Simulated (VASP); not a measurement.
# Fe (Im-3m) in VASP: notebook

Runs on Fe. Level: r2SCAN. Tasks: electric field gradients.

Everything below comes from runs of VASP 6.6.1. Logs are shortened: lines on timing, memory, paths and dates and some standing lists are left out, and cuts for length are marked.

## 1. The cell of the first run

The structure is cubic, space group Im-3m (No. 229). The conventional cell has a = 2.919 Å, b = 2.919 Å, c = 2.919 Å, α = 90.00°, β = 90.00°, γ = 90.00°. Fe (site symmetry m-3m) has 14 Fe at 2.53 to 2.92 Å within 3.3 Å.

## 2. Electric field gradients, r2SCAN, collinear spin, ferromagnetic start (volume scaled by 1.06)

Contents of POSCAR:

```
Fe
1.0
   -1.4595938529      1.4595938529      1.4595938529
    1.4595938529     -1.4595938529      1.4595938529
    1.4595938529      1.4595938529     -1.4595938529
Fe
1
Direct
    0.0000000000      0.0000000000      0.0000000000
```

Contents of INCAR.step1:

```
ALGO = Normal
EDIFF = 1E-5
ENCUT = 580
GGA = PE
GGA_COMPAT = False
ISMEAR = -1
ISPIN = 2
LASPH = True
LCHARG = False
LMAXMIX = 4
LREAL = False
LWAVE = True
MAGMOM = 3
NBANDS = 14
NELM = 200
PREC = Accurate
SIGMA = 0.08
```

Contents of INCAR.step2:

```
ALGO = Normal
EDIFF = 1E-8
ENCUT = 580
GGA_COMPAT = False
ISIF = 2
ISMEAR = -1
ISPIN = 2
ISTART = 1
LASPH = True
LCHARG = False
LEFG = True
LMAXMIX = 4
LMIXTAU = True
LORBIT = 11
LREAL = False
LWAVE = False
MAGMOM = 3
METAGGA = R2SCAN
NBANDS = 14
NELM = 200
PREC = Accurate
SIGMA = 0.08
```

Contents of KPOINTS:

```
k-points
0
Gamma
  16 16 16
```

Potentials or basis: VASP PAW PBE potentials, release 64 (Fe).

Started as:

```console
$ cat potpaw_PBE.64/Fe/POTCAR > POTCAR
$ cp INCAR.step1 INCAR
$ mpirun -np 1 vasp_std > vasp.out
$ cp INCAR.step2 INCAR
$ mpirun -np 1 vasp_std > vasp.out
```

OUTCAR:

```text
EDIFF = 1E-8
   ENCUT = 580
   ISIF = 2
   ISMEAR = -1
   ISPIN = 2
   ISTART = 1
   LASPH = True
   LORBIT = 11
   LREAL = False
   METAGGA = R2SCAN
   NELM = 200
   PREC = Accurate

 ion  position               nearest neighbor table
   1  0.000  0.000  0.000-

  LATTYP: Found a body centered cubic cell.
 ALAT       =     2.9191877058

  Lattice vectors:

 A1 = (  -1.4595938529,   1.4595938529,   1.4595938529)
 A2 = (   1.4595938529,  -1.4595938529,   1.4595938529)
 A3 = (   1.4595938529,   1.4595938529,  -1.4595938529)

Analysis of symmetry for initial positions (statically):
=====================================================================
 Subroutine PRICEL returns:
 Original cell was already a primitive cell.

 Routine SETGRP: Setting up the symmetry group for a
 body centered cubic supercell.

 Subroutine GETGRP returns: Found 48 space group operations
 (whereof 48 operations were pure point group operations)
 out of a pool of 48 trial point group operations.

The static configuration has the point symmetry O_h .

Analysis of symmetry for dynamics (positions and initial velocities):
=====================================================================
 Subroutine PRICEL returns:
 Original cell was already a primitive cell.

 Routine SETGRP: Setting up the symmetry group for a
 body centered cubic supercell.

 Subroutine GETGRP returns: Found 48 space group operations
 (whereof 48 operations were pure point group operations)
 out of a pool of 48 trial point group operations.

The dynamic configuration has the point symmetry O_h .

Analysis of structural, dynamic, and magnetic symmetry:
=====================================================================
 Subroutine PRICEL returns:
 Original cell was already a primitive cell.

 Routine SETGRP: Setting up the symmetry group for a
 body centered cubic supercell.

 Subroutine GETGRP returns: Found 48 space group operations
 (whereof 48 operations were pure point group operations)
 out of a pool of 48 trial point group operations.

The overall configuration has the point symmetry O_h .

 Subroutine INISYM returns: Found 48 space group operations
 (whereof 48 operations are pure point group operations),
 and found     1 'primitive' translations

----------------------------------------------------------------------------------------

                                     Primitive cell

  volume of cell :      12.4382

  direct lattice vectors                    reciprocal lattice vectors
    -1.459593853  1.459593853  1.459593853     0.000000000  0.342561048  0.342561048
     1.459593853 -1.459593853  1.459593853     0.342561048  0.000000000  0.342561048
     1.459593853  1.459593853 -1.459593853     0.342561048  0.342561048  0.000000000

  length of vectors
     2.528090712  2.528090712  2.528090712     0.484454480  0.484454480  0.484454480

  position of ions in fractional coordinates (direct lattice)
     0.000000000  0.000000000  0.000000000

  ion indices of the primitive-cell ions
   primitive index   ion index
                 1           1

----------------------------------------------------------------------------------------

 KPOINTS: k-points

Automatic generation of k-mesh.
 Grid dimensions read from file:
 generate k-points for:   16   16   16

 Generating k-lattice:

  Cartesian coordinates                     Fractional coordinates (reciprocal lattice)
     0.000000000  0.021410066  0.021410066     0.062500000  0.000000000  0.000000000
     0.021410066  0.000000000  0.021410066     0.000000000  0.062500000  0.000000000
     0.021410066  0.021410066  0.000000000     0.000000000  0.000000000  0.062500000

  Length of vectors
     0.030278405  0.030278405  0.030278405

  Shift w.r.t. Gamma in fractional coordinates (k-lattice)
     0.000000000  0.000000000  0.000000000

 Subroutine IBZKPT returns following result:
 ===========================================

 Found    145 irreducible k-points:

 Following reciprocal coordinates:
            Coordinates               Weight
  0.000000  0.000000  0.000000      1.000000
  0.062500  0.000000  0.000000     12.000000
  0.125000  0.000000  0.000000     12.000000
  0.187500  0.000000  0.000000     12.000000
  0.250000  0.000000  0.000000     12.000000
  0.312500  0.000000  0.000000     12.000000
[... 16 lines left out ...]
  0.187500  0.187500  0.000000     24.000000
  0.250000  0.187500  0.000000     48.000000
 [... further k-points ...]
   k-points           NKPTS =    145   k-points in BZ     NKDIM =    145   number of bands    NBANDS=     14
   number of dos      NEDOS =    301   number of ions     NIONS =      1
   total plane-waves  NPLWV =   8000
   dimension x,y,z NGX =    20 NGY =   20 NGZ =   20
   dimension x,y,z NGXF=    40 NGYF=   40 NGZF=   40
   ions per type =               1
   NGX,Y,Z   is equivalent  to a cutoff of  13.15, 13.15, 13.15 a.u.
   NGXF,Y,Z  is equivalent  to a cutoff of  26.30, 26.30, 26.30 a.u.
 SYSTEM =  unknown system
   PREC   = accura    normal or accurate (medium, high low for compatibility)
   ISTART =      1    job   : 0-new  1-cont  2-samecut
   ICHARG =      0    charge: 1-file 2-atom 10-const
   ISPIN  =      2    spin polarized calculation?
   LNONCOLLINEAR =      F non collinear calculations
   LSORBIT =      F    spin-orbit coupling
   LASPH  =      T    aspherical Exc in radial PAW
   ENCUT  =  580.0 eV  42.63 Ry    6.53 a.u.   4.96  4.96  4.96*2*pi/ulx,y,z
   NELM   =    200;   NELMIN=  2; NELMDL=  0     # of ELM steps
   EDIFF  = 0.1E-07   stopping-criterion for ELM
   LREAL  =      F    real-space projection
   EDIFFG = 0.1E-06   stopping-criterion for IOM
   NSW    =      0    number of steps for IOM
   IBRION =     -1    ionic relax: 0-MD 1-quasi-New 2-CG
   NFREE  =      0    steps in history (QN), initial steepest desc. (CG)
   ISIF   =      2    stress and relaxation
   ISYM   =      2    0-nonsym 1-usesym 2-fastsym
   POTIM  = 0.5000    time-step for ionic-motion
   TEBEG  =    0.0;   TEEND  =   0.0 temperature during run
   PSTRESS=    0.0 pullay stress
   NELECT =       8.0000    total number of electrons
   NUPDOWN=      -1.0000    fix difference up-down
   EMIN   =  10.00;   EMAX   =-10.00  energy-range for DOS
   EFERMI =   0.00;   METHOD = LEGACY
   ISMEAR =    -1;   SIGMA  =   0.08  broadening in eV -4-tet -1-fermi 0-gaus
   EFERMI_NEDOS =   21; number of points for ismear=-14 and -15
   IALGO  =     38    algorithm
   IMIX   =      4    mixing-type and parameters
     AMIX     =   0.40;   BMIX     =  1.00
     AMIX_MAG =   1.60;   BMIX_MAG =  1.00
  volume/ion in A,a.u.               =      12.44        83.94
  Fermi-wavevector in a.u.,A,eV,Ry     =   1.413143  2.670453 27.170472  1.996973
  Thomas-Fermi vector in A             =   2.534819
   LORBIT       =     11    0 simple, 1 ext, 2 COOP (PROOUT), +10 PAW based schemes
   METAGGA = R2SCAN    functional components
   LHFCALC =     F    Hartree Fock is set to
   AEXX    =    0.0000 exact exchange contribution
   IVDW    =     0    specifies the selected vdW correction
   LEPSILON=     F    determine dielectric tensor
   LRPA    =     F    only Hartree local field effects (RPA)
 spin polarized calculation
  energy-cutoff  :      580.00
  volume of cell :       12.44
 maximum number of plane-waves:       420
   NGX =  9   NGY =  9   NGZ =  9

 number of electron       7.9999995 magnetization       2.7188079

 Free energy of the ion-electron system (eV)
  ---------------------------------------------------
  ext. energy  EPLUGINS =         0.00000000
  ---------------------------------------------------
  free energy    TOTEN  =       -14.34569240 eV

  energy without entropy =      -14.32747549  energy(sigma->0) =      -14.33658394

 E-fermi :   5.0641     XC(G=0): -13.6784

 val. band max:        5.0443811287   @ k =  -0.4375   0.4375   0.1875
 cond. band min:       5.0667193609   @ k =  -0.2500   0.3750   0.1250
 fundamental gap:      0.0223382322
 Fermi energy:         5.0640956495

 spin component 1

 k-point     1 :       0.0000    0.0000    0.0000
  band No.  band energies     occupation
      1      -3.2268      1.00000
      2       1.9238      1.00000
      3       1.9238      1.00000
      4       1.9238      1.00000
      5       3.0183      1.00000
      6       3.0183      1.00000
      7      30.0272      0.00000
      8      30.0272      0.00000
      9      30.0272      0.00000
     10      34.5210      0.00000
     11      34.5210      0.00000
     12      35.9051      0.00000
     13      35.9051      0.00000
     14      35.9051      0.00000
[... 375 lines left out ...]
 k-point    24 :       0.2500    0.1875    0.0000
  band No.  band energies     occupation
      1       0.3612      1.00000
      2       1.2394      1.00000
      3       1.7788      1.00000
      4       2.8874      1.00000
      5       3.2950      1.00000
      6       5.1546      0.24395
      7      16.4522      0.00000
      8      18.5516      0.00000
      9      24.5369      0.00000
     10      30.4104      0.00000
     11      33.9674      0.00000
     12      37.9181      0.00000
     13      41.6972      0.00000
     14      43.9646      0.00000

 [... further k-points ...]

 spin component 2

 k-point     1 :       0.0000    0.0000    0.0000
  band No.  band energies     occupation
      1      -3.8508      1.00000
      2       5.4428      0.00872
      3       5.4428      0.00872
      4       5.4428      0.00872
      5       7.5255      0.00000
      6       7.5256      0.00000
      7      29.6744      0.00000
      8      29.6744      0.00000
      9      29.6744      0.00000
     10      35.1260      0.00000
     11      35.1260      0.00000
     12      37.6620      0.00000
     13      37.6620      0.00000
     14      37.6620      0.00000
[... 375 lines left out ...]
 k-point    24 :       0.2500    0.1875    0.0000
  band No.  band energies     occupation
      1       1.0499      1.00000
      2       4.1408      0.99999
      3       4.4289      0.99964
      4       7.0991      0.00000
      5       7.7344      0.00000
      6       8.4167      0.00000
      7      17.6582      0.00000
      8      19.6057      0.00000
      9      25.6367      0.00000
     10      30.8806      0.00000
     11      34.9790      0.00000
     12      39.2018      0.00000
     13      43.0419      0.00000
     14      45.7391      0.00000

 [... further k-points ...]

------------------------ aborting loop because EDIFF is reached ----------------------------------------

  FORCE on cell =-STRESS in cart. coord.  units (eV):
  Direction    XX          YY          ZZ          XY          YZ          ZX
  --------------------------------------------------------------------------------------
  -------------------------------------------------------------------------------------
  Total       -0.6627906     -0.6627906     -0.6627906      0.0000000      0.0000000     -0.0000000
  in kB      -85.3750297    -85.3750297    -85.3750297      0.0000000      0.0000000     -0.0000000
  external PRESSURE =     -85.3750297 kB  Pullay stress =       0.0000000 kB

 VOLUME and BASIS-vectors are now :
 -----------------------------------------------------------------------------
  energy-cutoff  :      580.00
  volume of cell :       12.44
      direct lattice vectors                 reciprocal lattice vectors
    -1.459593853  1.459593853  1.459593853     0.000000000  0.342561048  0.342561048
     1.459593853 -1.459593853  1.459593853     0.342561048  0.000000000  0.342561048
     1.459593853  1.459593853 -1.459593853     0.342561048  0.342561048  0.000000000

 POSITION                                       TOTAL-FORCE (eV/Angst)
 -----------------------------------------------------------------------------------
      0.00000      0.00000      0.00000        -0.000000     -0.000000      0.000000
 -----------------------------------------------------------------------------------
    total drift:                                0.000000     -0.000000      0.000000

  FREE ENERGIE OF THE ION-ELECTRON SYSTEM (eV)
  ---------------------------------------------------
  free  energy   TOTEN  =       -14.3456923960 eV

  energy  without entropy=      -14.3274754901  energy(sigma->0) =      -14.33658394

 Electric field gradients (V/A^2)
---------------------------------------------------------------------
 ion       V_xx      V_yy      V_zz      V_xy      V_xz      V_yz
---------------------------------------------------------------------
   1      -0.000    -0.000    -0.000    -0.001    -0.001    -0.001
---------------------------------------------------------------------

 Electric field gradients after diagonalization (V/A^2)
 (convention: |V_zz| > |V_xx| > |V_yy|)
----------------------------------------------------------------------
 ion       V_xx      V_yy      V_zz     asymmetry (V_yy - V_xx)/ V_zz
----------------------------------------------------------------------
   1       0.001     0.001    -0.003       0.000
----------------------------------------------------------------------

           NMR quadrupolar parameters

 Cq : quadrupolar parameter    Cq=e*Q*V_zz/h
 eta: asymmetry parameters     (V_yy - V_xx)/ V_zz
 Q  : nuclear electric quadrupole moment in mb (millibarn)
----------------------------------------------------------------------
 ion       Cq(MHz)       eta       Q (mb)
----------------------------------------------------------------------
   1      -0.000       0.000       1.000
----------------------------------------------------------------------

 total charge

# of ion       s       p       d       tot
------------------------------------------
    1        0.459   0.509   6.126   7.093

 magnetization (x)

# of ion       s       p       d       tot
------------------------------------------
    1       -0.010  -0.111   2.925   2.804
```

It took 4.6 min on 1 thread of Intel Xeon 8259CL, shared host; peak memory 0.17 GiB.

What came out:

```
Free energy                                           : -14.3457 eV
Pressure                                              : -8.5 GPa
Net moment                                            : 2.72 μB per cell
Site moments                                          : Fe +2.80 μB
Valence electrons inside the program's atomic spheres : Fe 7.09
```

Levels at points of the mesh, in eV from the Fermi level:
Spin up:
```
           k point  band 2  band 3  band 4  band 5  band 6  band 7  band 8  band 9
(0.00, 0.00, 0.00)   -3.14   -3.14   -3.14   -2.05   -2.05   24.96   24.96   24.96
(0.50, 0.00, 0.00)   -4.04   -2.01   -1.91   -0.83    0.47    6.26   18.18   19.24
(0.50, 0.50, 0.50)   -5.16   -1.06   -1.06   -1.06    9.44    9.44    9.44   14.82
```
Spin down:
```tsv
k point	band 1	band 2	band 3	band 4	band 5	band 6
(0.00, 0.00, 0.00)	-8.91	0.38	0.38	0.38	2.46	2.46
(0.50, 0.00, 0.00)	-3.31	-0.94	-0.12	2.29	2.72	3.21
(0.50, 0.50, 0.50)	-2.43	-2.43	2.92	2.92	2.92	9.79
```

Caveat: without QUAD_EFG the Cq values of the log hold for a quadrupole moment of 1 mb, not for the nuclei; the PAW data sets were made with another functional, which shifts forces and pressure a little.

(Continued in part 2 of 2.)
